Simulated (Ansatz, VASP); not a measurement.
# One calculation of MgS, two programs

```
Mg S
1.0
     0.06676    2.51847    2.70689
     3.05218    0.19366    2.57999
     3.39229    2.73167   -0.14645
Mg S
1 1
Cartesian
  0.1008 2.5250 2.7080
  4.8494 4.0763 3.8542
```

Alike in both runs: task single point; functional PBE-based screened hybrid with a share of 0.25 of exact exchange and HFSCREEN = 0.1; k mesh 5 × 5 × 4; occupations fermi-dirac, width 0.05 eV; no spin polarisation.

|  | VASP | Ansatz |
| --- | --- | --- |
| version | VASP 6.6.1 | Ansatz 0.2.0 |
| potentials or method | VASP PAW PBE potentials, release 64 (Mg, S) | Ansatz PAW |
| plane-wave cutoff (eV) | 520 | 420 |
| valence electrons in the cell | 8 | 16 |

Ansatz gave:

- gap on the k mesh at the Fermi level (eV): 4.09
- least direct gap on the mesh (eV): 4.18
- pressure (GPa): 3.6
- traceless stress, the component that is largest in VASP (GPa): -8.58
- rms of the force components (eV/Å): 1.021

Problem. Which values does VASP return?

Solution. gap on the k mesh at the Fermi level (eV): 4.08; least direct gap on the mesh (eV): 4.17; pressure (GPa): 3.4; traceless stress, the component that is largest in VASP (GPa): -8.58; rms of the force components (eV/Å): 1.019.

VASP's potentials were made for PBE, not for PBE-based screened hybrid. Atom by atom the forces differ by 0.003 eV/Å (rms over components). The functional is the same, so the differences come from potentials, cutoffs and numerics. VASP's potentials hold 8 valence electrons a cell and Ansatz's 16, so a difference there can come from the potentials and not from the codes.

The k mesh is coarse, so the values compare programs but aren't converged. Noted on Ansatz's run: odd divisions of the mesh miss points on the zone boundary, where band edges often lie, so the gap on the mesh can be too wide.
